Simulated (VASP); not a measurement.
Here is a VASP 6.6.1 calculation.

Contents of POSCAR:

```
Cd2P
1.0
    3.3775580230     -0.8459103890      0.1221669055
   -0.5594713000      5.3349398732     -0.4720996172
    1.5684530534     -0.1773818789      5.8798797984
P Cd
2 4
Direct
    0.6181299143      0.2084466274      0.9850396337
    0.3818700857      0.7915533726      0.0149603663
    0.2725443652      0.1805382322      0.6332589531
    0.7274556348      0.8194617678      0.3667410469
    0.0452386954      0.3628871853      0.2856121710
    0.9547613046      0.6371128147      0.7143878290
```

The input INCAR.step1:

```
PREC = Accurate
ENCUT = 520
ISMEAR = -1
SIGMA = 0.1
LREAL = False
LASPH = True
NELM = 100
NBANDS = 38
GGA = PE
ALGO = Normal
EDIFF = 1E-4
LWAVE = True
LCHARG = False
```

The input INCAR.step2:

```
PREC = Accurate
ENCUT = 520
EDIFF = 1E-6
ISMEAR = -1
SIGMA = 0.1
LREAL = False
LASPH = True
NELM = 100
ALGO = Normal
ISIF = 2
LWAVE = False
LCHARG = False
METAGGA = R2SCAN
LMIXTAU = True
NBANDS = 38
ISTART = 1
```

File KPOINTS:

```
Automatic mesh
0
Gamma
  5 3 3
  0.5 0 0.5
```

Potentials or basis: VASP PAW PBE potentials, release 64 (P, Cd).

The run is started by

```bash
$ cat potpaw_PBE.64/P/POTCAR potpaw_PBE.64/Cd/POTCAR > POTCAR
$ cp INCAR.step1 INCAR
$ mpirun -np 1 vasp_std > vasp.out
$ cp INCAR.step2 INCAR
$ mpirun -np 1 vasp_std > vasp.out
```

(1) Predict the largest force.

(2) Predict the pressure.

(3) What does it give for the band gap on the k mesh?

## Answers

(1) 0.126 eV/Å.

(2) 20.8 GPa.

(3) zero (band 29 reaches 6.53 eV, above the bottom of band 30 at 4.27 eV).

Caveat: the k points lie up to 0.41 Å⁻¹ apart; the PAW data sets were made with another functional, which shifts forces and pressure a little.
